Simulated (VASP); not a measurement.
# SrTiO3 (R-3m) in VASP: a series of runs, part 2 of 3

VASP 6.6.1. Earlier steps stand in the parts before.

## Step 3: Electric field gradients, PBE (equal xy, yz and zx shear strains of -1 %)

File INCAR:

```
  PREC = Accurate
  ENCUT = 520
  EDIFF = 1E-8
  ISMEAR = -1
  SIGMA = 0.05
  LREAL = F
  LASPH = T
  NELM = 60
  ALGO = Normal
  ISIF = 2
  LWAVE = F
  LCHARG = F
  GGA = PE
  LEFG = T
  NBANDS = 28
```

File KPOINTS:

```
regular mesh
0
Gamma
  7 7 7
```

File POSCAR:

```
SrTiO3
1.0
    3.9050000000     -0.0195250000     -0.0195250000
   -0.0195250000      3.9050000000     -0.0195250000
   -0.0195250000     -0.0195250000      3.9050000000
Sr Ti O
1 1 3
Direct
    0.0000000000      0.0000000000      0.0000000000
    0.5000000000      0.5000000000      0.5000000000
    0.0000000000      0.5000000000      0.5000000000
    0.5000000000      0.0000000000      0.5000000000
    0.5000000000      0.5000000000      0.0000000000
```

Potentials or basis: VASP PAW PBE potentials, release 64 (Sr_sv, Ti_sv, O).

Started as:

```console
cat potpaw_PBE.64/Sr_sv/POTCAR potpaw_PBE.64/Ti_sv/POTCAR potpaw_PBE.64/O/POTCAR > POTCAR
mpirun -np 1 vasp_std > vasp.out
```

OUTCAR:

```text
PREC = Accurate
   ENCUT = 520
   EDIFF = 1E-8
   ISMEAR = -1
   LREAL = F
   LASPH = T
   NELM = 60
   ISIF = 2
   GGA = PE

 ion  position               nearest neighbor table
   1  0.000  0.000  0.000-   3 2.75   4 2.75   5 2.75   3 2.75   4 2.75   5 2.75   5 2.78   3 2.78
                             4 2.78   5 2.78   4 2.78   3 2.78   2 3.35   2 3.35   2 3.39   2 3.39
   2  0.500  0.500  0.500-   3 1.95   4 1.95   5 1.95   5 1.95   4 1.95   3 1.95   1 3.35   1 3.35
                             1 3.39   1 3.39   1 3.39   1 3.39   1 3.39   1 3.39
   3  0.000  0.500  0.500-   2 1.95   2 1.95   1 2.75   1 2.75   1 2.78   1 2.78
   4  0.500  0.000  0.500-   2 1.95   2 1.95   1 2.75   1 2.75   1 2.78   1 2.78
   5  0.500  0.500  0.000-   2 1.95   2 1.95   1 2.75   1 2.75   1 2.78   1 2.78

  LATTYP: Found a trigonal (rhomboedric) cell.
 ALAT       =     3.9050976238
 COS(alpha) =    -0.0099745013

  Lattice vectors:

 A1 = (   3.9050000000,  -0.0195250000,  -0.0195250000)
 A2 = (  -0.0195250000,   3.9050000000,  -0.0195250000)
 A3 = (  -0.0195250000,  -0.0195250000,   3.9050000000)

Analysis of symmetry for initial positions (statically):
=====================================================================
 Subroutine PRICEL returns:
 Original cell was already a primitive cell.

 Routine SETGRP: Setting up the symmetry group for a
 trigonal (rhombohedral) supercell.

 Subroutine GETGRP returns: Found 12 space group operations
 (whereof 12 operations were pure point group operations)
 out of a pool of 12 trial point group operations.

The static configuration has the point symmetry D_3d.

Analysis of symmetry for dynamics (positions and initial velocities):
=====================================================================
 Subroutine PRICEL returns:
 Original cell was already a primitive cell.

 Routine SETGRP: Setting up the symmetry group for a
 trigonal (rhombohedral) supercell.

 Subroutine GETGRP returns: Found 12 space group operations
 (whereof 12 operations were pure point group operations)
 out of a pool of 12 trial point group operations.

The dynamic configuration has the point symmetry D_3d.

 Subroutine INISYM returns: Found 12 space group operations
 (whereof 12 operations are pure point group operations),
 and found     1 'primitive' translations

----------------------------------------------------------------------------------------

                                     Primitive cell

  volume of cell :      59.5430

  direct lattice vectors                    reciprocal lattice vectors
     3.905000000 -0.019525000 -0.019525000     0.256094815  0.001286909  0.001286909
    -0.019525000  3.905000000 -0.019525000     0.001286909  0.256094815  0.001286909
    -0.019525000 -0.019525000  3.905000000     0.001286909  0.001286909  0.256094815

  length of vectors
     3.905097624  3.905097624  3.905097624     0.256101282  0.256101282  0.256101282

  position of ions in fractional coordinates (direct lattice)
     0.000000000  0.000000000  0.000000000
     0.500000000  0.500000000  0.500000000
[... 103 lines left out ...]
     AMIX_MAG =   1.60;   BMIX_MAG =  1.00
  volume/ion in A,a.u.               =      11.91        80.36
  Fermi-wavevector in a.u.,A,eV,Ry     =   1.433787  2.709465 27.970117  2.055746
  Thomas-Fermi vector in A             =   2.553267
   LORBIT       =      0    0 simple, 1 ext, 2 COOP (PROOUT), +10 PAW based schemes
   GGA     = PE    functional components
   LHFCALC =     F    Hartree Fock is set to
   AEXX    =    0.0000 exact exchange contribution
   IVDW    =     0    specifies the selected vdW correction
   LEPSILON=     F    determine dielectric tensor
   LRPA    =     F    only Hartree local field effects (RPA)
 non-spin polarized calculation
  energy-cutoff  :      520.00
  volume of cell :       59.54
 maximum number of plane-waves:      1616
 NGX is ok and might be reduce to    30
   NGX = 15   NGY = 15   NGZ = 15

 number of electron      40.0000006 magnetization

 Free energy of the ion-electron system (eV)
  ---------------------------------------------------
  ext. energy  EPLUGINS =         0.00000000
  ---------------------------------------------------
  free energy    TOTEN  =       -40.06992275 eV

  energy without entropy =      -40.06992275  energy(sigma->0) =      -40.06992275

 E-fermi :   5.0889     XC(G=0): -11.2712

 val. band max:        4.1123486260   @ k =   0.4286   0.4286   0.4286
 cond. band min:       5.9864408600   @ k =   0.0000   0.0000   0.0000
 fundamental gap:      1.8740922340
 Fermi energy:         5.0888715070

 k-point     1 :       0.0000    0.0000    0.0000
  band No.  band energies     occupation
      1     -52.2989      2.00000
      2     -28.6234      2.00000
      3     -28.5534      2.00000
      4     -28.5411      2.00000
      5     -28.5411      2.00000
      6     -13.2628      2.00000
[... 733 lines left out ...]
     27      12.2762      0.00000
     28      12.5470      0.00000

 [... further k-points ...]

------------------------ aborting loop because EDIFF is reached ----------------------------------------

  FORCE on cell =-STRESS in cart. coord.  units (eV):
  Direction    XX          YY          ZZ          XY          YZ          ZX
  --------------------------------------------------------------------------------------
  -------------------------------------------------------------------------------------
  Total        1.8601630      1.8601630      1.8601630      0.4278331      0.4278331      0.4278331
  in kB       50.0531188     50.0531188     50.0531188     11.5120984     11.5120984     11.5120984
  external PRESSURE =      50.0531188 kB  Pullay stress =       0.0000000 kB

 VOLUME and BASIS-vectors are now :
 -----------------------------------------------------------------------------
  energy-cutoff  :      520.00
  volume of cell :       59.54
      direct lattice vectors                 reciprocal lattice vectors
     3.905000000 -0.019525000 -0.019525000     0.256094815  0.001286909  0.001286909
    -0.019525000  3.905000000 -0.019525000     0.001286909  0.256094815  0.001286909
    -0.019525000 -0.019525000  3.905000000     0.001286909  0.001286909  0.256094815

 POSITION                                       TOTAL-FORCE (eV/Angst)
 -----------------------------------------------------------------------------------
      0.00000      0.00000      0.00000        -0.000000     -0.000000     -0.000000
      1.93298      1.93298      1.93297        -0.000000     -0.000000     -0.000000
     -0.01953      1.94274      1.94274         0.000000      0.000000      0.000000
      1.94274     -0.01953      1.94274        -0.000000      0.000000      0.000000
      1.94274      1.94274     -0.01953         0.000000      0.000000     -0.000000
 -----------------------------------------------------------------------------------
    total drift:                                0.000000      0.000000     -0.000000

  FREE ENERGIE OF THE ION-ELECTRON SYSTEM (eV)
  ---------------------------------------------------
  free  energy   TOTEN  =       -40.0699227514 eV

  energy  without entropy=      -40.0699227506  energy(sigma->0) =      -40.06992275

 Electric field gradients (V/A^2)
---------------------------------------------------------------------
 ion       V_xx      V_yy      V_zz      V_xy      V_xz      V_yz
---------------------------------------------------------------------
   1      -0.000    -0.000    -0.000    -2.910    -2.910    -2.910
   2       0.000    -0.000     0.000     1.995     1.995     1.995
   3      11.440    -5.720    -5.720    -1.425    -1.425     0.536
   4      -5.720    11.440    -5.720    -1.425     0.536    -1.425
   5      -5.720    -5.720    11.440     0.536    -1.425    -1.425
---------------------------------------------------------------------

 Electric field gradients after diagonalization (V/A^2)
 (convention: |V_zz| > |V_xx| > |V_yy|)
----------------------------------------------------------------------
 ion       V_xx      V_yy      V_zz     asymmetry (V_yy - V_xx)/ V_zz
----------------------------------------------------------------------
   1       2.910     2.910    -5.820       0.000
   2      -1.995    -1.995     3.989       0.000
   3      -6.256    -5.424    11.680       0.071
   4      -6.256    -5.424    11.680       0.071
   5      -6.256    -5.424    11.680       0.071
----------------------------------------------------------------------

           NMR quadrupolar parameters

 Cq : quadrupolar parameter    Cq=e*Q*V_zz/h
 eta: asymmetry parameters     (V_yy - V_xx)/ V_zz
 Q  : nuclear electric quadrupole moment in mb (millibarn)
----------------------------------------------------------------------
 ion       Cq(MHz)       eta       Q (mb)
----------------------------------------------------------------------
   1      -0.014       0.000       1.000
   2       0.010       0.000       1.000
   3       0.028       0.071       1.000
   4       0.028       0.071       1.000
   5       0.028       0.071       1.000
----------------------------------------------------------------------
```

Run time: 2.2 min. Hardware: 1 thread of Intel Xeon 8259CL, shared host; peak memory 0.22 GiB.

What came out:

```
Free energy                             : -40.0699 eV
Pressure                                : 5.0 GPa
Band gap on the k mesh                  : 1.87 eV (least direct gap 2.13 eV)
Largest electric field gradient by atom : Sr -5.8; Ti +4.0; O +11.7 V/Å²
```

Electric field gradients, principal values (V/Å²):
| atom | least | middle | greatest (by size) |
| --- | --- | --- | --- |
| 1 Sr | 2.910 | 2.910 | -5.820 |
| 2 Ti | -1.995 | -1.995 | 3.989 |
| 3 O | -5.424 | -6.256 | 11.680 |
| 4 O | -5.424 | -6.256 | 11.680 |
| 5 O | -5.424 | -6.256 | 11.680 |

Caveat: the cell differs from its parent crystal (equal xy, yz and zx shear strains of -1 %); the cell stands under pressure; without QUAD_EFG the Cq values of the log hold for a quadrupole moment of 1 mb, not for the nuclei; an odd mesh through Γ misses points on the zone boundary, where band edges can lie.

## Step 4: Electric field gradients, PBE (equal xy, yz and zx shear strains of -1 %)

File INCAR:

```
SYSTEM = SrTiO3
ALGO     = Normal         ! electronic algorithm
EDIFF    = 1E-8           ! SCF threshold, eV
ENCUT    = 520            ! plane-wave cutoff, eV
GGA      = PE             ! functional
ISIF     = 2              ! what is computed and relaxed
ISMEAR   = -1             ! smearing method
LASPH    = .TRUE.         ! aspherical terms in the spheres
LCHARG   = .FALSE.        ! write CHGCAR
LEFG     = .TRUE.       
LREAL    = .FALSE.        ! projectors in reciprocal space
LWAVE    = .FALSE.        ! write WAVECAR
NBANDS   = 28             ! bands
NELM     = 100            ! most SCF steps
PREC     = Accurate       ! precision mode
SIGMA    = 0.05           ! smearing width, eV
```

File KPOINTS:

```
k-points
0
G
  7 7 7
  0 0 0
```

POSCAR is that of step 3.

Potentials or basis: VASP PAW PBE potentials, release 64 (Sr_sv, Ti_sv, O).

Started as:

```console
cat potpaw_PBE.64/Sr_sv/POTCAR potpaw_PBE.64/Ti_sv/POTCAR potpaw_PBE.64/O/POTCAR > POTCAR
mpirun -np 1 vasp_std > vasp.out
```

OUTCAR:

```text
SYSTEM = SrTiO3
   EDIFF = 1E-8
   ENCUT = 520
   GGA = PE
   ISIF = 2
   ISMEAR = -1
   LASPH = .TRUE.
   LREAL = .FALSE.
   NELM = 100
   PREC = Accurate

 ion  position               nearest neighbor table
   1  0.000  0.000  0.000-   3 2.75   4 2.75   5 2.75   3 2.75   4 2.75   5 2.75   5 2.78   3 2.78
                             4 2.78   5 2.78   4 2.78   3 2.78   2 3.35   2 3.35   2 3.39   2 3.39
   2  0.500  0.500  0.500-   3 1.95   4 1.95   5 1.95   5 1.95   4 1.95   3 1.95   1 3.35   1 3.35
                             1 3.39   1 3.39   1 3.39   1 3.39   1 3.39   1 3.39
   3  0.000  0.500  0.500-   2 1.95   2 1.95   1 2.75   1 2.75   1 2.78   1 2.78
   4  0.500  0.000  0.500-   2 1.95   2 1.95   1 2.75   1 2.75   1 2.78   1 2.78
   5  0.500  0.500  0.000-   2 1.95   2 1.95   1 2.75   1 2.75   1 2.78   1 2.78

  LATTYP: Found a trigonal (rhomboedric) cell.
 ALAT       =     3.9050976238
 COS(alpha) =    -0.0099745013

  Lattice vectors:

 A1 = (   3.9050000000,  -0.0195250000,  -0.0195250000)
 A2 = (  -0.0195250000,   3.9050000000,  -0.0195250000)
 A3 = (  -0.0195250000,  -0.0195250000,   3.9050000000)

Analysis of symmetry for initial positions (statically):
=====================================================================
 Subroutine PRICEL returns:
 Original cell was already a primitive cell.

 Routine SETGRP: Setting up the symmetry group for a
 trigonal (rhombohedral) supercell.

 Subroutine GETGRP returns: Found 12 space group operations
 (whereof 12 operations were pure point group operations)
 out of a pool of 12 trial point group operations.

The static configuration has the point symmetry D_3d.

Analysis of symmetry for dynamics (positions and initial velocities):
=====================================================================
 Subroutine PRICEL returns:
 Original cell was already a primitive cell.

 Routine SETGRP: Setting up the symmetry group for a
 trigonal (rhombohedral) supercell.

 Subroutine GETGRP returns: Found 12 space group operations
 (whereof 12 operations were pure point group operations)
 out of a pool of 12 trial point group operations.

The dynamic configuration has the point symmetry D_3d.

 Subroutine INISYM returns: Found 12 space group operations
 (whereof 12 operations are pure point group operations),
 and found     1 'primitive' translations

----------------------------------------------------------------------------------------

                                     Primitive cell

  volume of cell :      59.5430

  direct lattice vectors                    reciprocal lattice vectors
     3.905000000 -0.019525000 -0.019525000     0.256094815  0.001286909  0.001286909
    -0.019525000  3.905000000 -0.019525000     0.001286909  0.256094815  0.001286909
    -0.019525000 -0.019525000  3.905000000     0.001286909  0.001286909  0.256094815

  length of vectors
     3.905097624  3.905097624  3.905097624     0.256101282  0.256101282  0.256101282

  position of ions in fractional coordinates (direct lattice)
[... 103 lines left out ...]
   IMIX   =      4    mixing-type and parameters
     AMIX     =   0.40;   BMIX     =  1.00
     AMIX_MAG =   1.60;   BMIX_MAG =  1.00
  volume/ion in A,a.u.               =      11.91        80.36
  Fermi-wavevector in a.u.,A,eV,Ry     =   1.433787  2.709465 27.970117  2.055746
  Thomas-Fermi vector in A             =   2.553267
   LORBIT       =      0    0 simple, 1 ext, 2 COOP (PROOUT), +10 PAW based schemes
   GGA     = PE    functional components
   LHFCALC =     F    Hartree Fock is set to
   AEXX    =    0.0000 exact exchange contribution
   IVDW    =     0    specifies the selected vdW correction
   LEPSILON=     F    determine dielectric tensor
   LRPA    =     F    only Hartree local field effects (RPA)
 non-spin polarized calculation
  energy-cutoff  :      520.00
  volume of cell :       59.54
 maximum number of plane-waves:      1616
 NGX is ok and might be reduce to    30
   NGX = 15   NGY = 15   NGZ = 15

 number of electron      40.0000006 magnetization

 Free energy of the ion-electron system (eV)
  ---------------------------------------------------
  ext. energy  EPLUGINS =         0.00000000
  ---------------------------------------------------
  free energy    TOTEN  =       -40.06992275 eV

  energy without entropy =      -40.06992275  energy(sigma->0) =      -40.06992275

 E-fermi :   5.0889     XC(G=0): -11.2712

 val. band max:        4.1123486260   @ k =   0.4286   0.4286   0.4286
 cond. band min:       5.9864408600   @ k =   0.0000   0.0000   0.0000
 fundamental gap:      1.8740922340
 Fermi energy:         5.0888715070

 k-point     1 :       0.0000    0.0000    0.0000
  band No.  band energies     occupation
      1     -52.2989      2.00000
      2     -28.6234      2.00000
      3     -28.5534      2.00000
      4     -28.5411      2.00000
      5     -28.5411      2.00000
      6     -13.2628      2.00000
[... 733 lines left out ...]
     27      12.2762      0.00000
     28      12.5470      0.00000

 [... further k-points ...]

------------------------ aborting loop because EDIFF is reached ----------------------------------------

  FORCE on cell =-STRESS in cart. coord.  units (eV):
  Direction    XX          YY          ZZ          XY          YZ          ZX
  --------------------------------------------------------------------------------------
  -------------------------------------------------------------------------------------
  Total        1.8601630      1.8601630      1.8601630      0.4278331      0.4278331      0.4278331
  in kB       50.0531188     50.0531188     50.0531188     11.5120984     11.5120984     11.5120984
  external PRESSURE =      50.0531188 kB  Pullay stress =       0.0000000 kB

 VOLUME and BASIS-vectors are now :
 -----------------------------------------------------------------------------
  energy-cutoff  :      520.00
  volume of cell :       59.54
      direct lattice vectors                 reciprocal lattice vectors
     3.905000000 -0.019525000 -0.019525000     0.256094815  0.001286909  0.001286909
    -0.019525000  3.905000000 -0.019525000     0.001286909  0.256094815  0.001286909
    -0.019525000 -0.019525000  3.905000000     0.001286909  0.001286909  0.256094815

 POSITION                                       TOTAL-FORCE (eV/Angst)
 -----------------------------------------------------------------------------------
      0.00000      0.00000      0.00000        -0.000000     -0.000000     -0.000000
      1.93298      1.93298      1.93297        -0.000000     -0.000000     -0.000000
     -0.01953      1.94274      1.94274         0.000000      0.000000      0.000000
      1.94274     -0.01953      1.94274        -0.000000      0.000000      0.000000
      1.94274      1.94274     -0.01953         0.000000      0.000000     -0.000000
 -----------------------------------------------------------------------------------
    total drift:                                0.000000      0.000000     -0.000000

  FREE ENERGIE OF THE ION-ELECTRON SYSTEM (eV)
  ---------------------------------------------------
  free  energy   TOTEN  =       -40.0699227514 eV

  energy  without entropy=      -40.0699227506  energy(sigma->0) =      -40.06992275

 Electric field gradients (V/A^2)
---------------------------------------------------------------------
 ion       V_xx      V_yy      V_zz      V_xy      V_xz      V_yz
---------------------------------------------------------------------
   1      -0.000    -0.000    -0.000    -2.910    -2.910    -2.910
   2       0.000    -0.000     0.000     1.995     1.995     1.995
   3      11.440    -5.720    -5.720    -1.425    -1.425     0.536
   4      -5.720    11.440    -5.720    -1.425     0.536    -1.425
   5      -5.720    -5.720    11.440     0.536    -1.425    -1.425
---------------------------------------------------------------------

 Electric field gradients after diagonalization (V/A^2)
 (convention: |V_zz| > |V_xx| > |V_yy|)
----------------------------------------------------------------------
 ion       V_xx      V_yy      V_zz     asymmetry (V_yy - V_xx)/ V_zz
----------------------------------------------------------------------
   1       2.910     2.910    -5.820       0.000
   2      -1.995    -1.995     3.989       0.000
   3      -6.256    -5.424    11.680       0.071
   4      -6.256    -5.424    11.680       0.071
   5      -6.256    -5.424    11.680       0.071
----------------------------------------------------------------------

           NMR quadrupolar parameters

 Cq : quadrupolar parameter    Cq=e*Q*V_zz/h
 eta: asymmetry parameters     (V_yy - V_xx)/ V_zz
 Q  : nuclear electric quadrupole moment in mb (millibarn)
----------------------------------------------------------------------
 ion       Cq(MHz)       eta       Q (mb)
----------------------------------------------------------------------
   1      -0.014       0.000       1.000
   2       0.010       0.000       1.000
   3       0.028       0.071       1.000
   4       0.028       0.071       1.000
   5       0.028       0.071       1.000
----------------------------------------------------------------------
```

It took 2.7 min on 1 thread of Intel Xeon 8259CL, shared host; peak memory 0.22 GiB.

What came out:

```yaml
Free_energy: -40.0699 eV
Pressure: 5.0 GPa
Band_gap_on_the_k_mesh: 1.87 eV (least direct gap 2.13 eV)
Largest_electric_field_gradient_by_atom: Sr -5.8; Ti +4.0; O +11.7 V/Å²
```

Electric field gradients, principal values (V/Å²):
| atom | least | middle | greatest (by size) |
| --- | --- | --- | --- |
| 1 Sr | 2.910 | 2.910 | -5.820 |
| 2 Ti | -1.995 | -1.995 | 3.989 |
| 3 O | -5.424 | -6.256 | 11.680 |
| 4 O | -5.424 | -6.256 | 11.680 |
| 5 O | -5.424 | -6.256 | 11.680 |

Caveat: the cell differs from its parent crystal (equal xy, yz and zx shear strains of -1 %); the cell stands under pressure; without QUAD_EFG the Cq values of the log hold for a quadrupole moment of 1 mb, not for the nuclei; an odd mesh through Γ misses points on the zone boundary, where band edges can lie.

(Continued in part 3 of 3.)
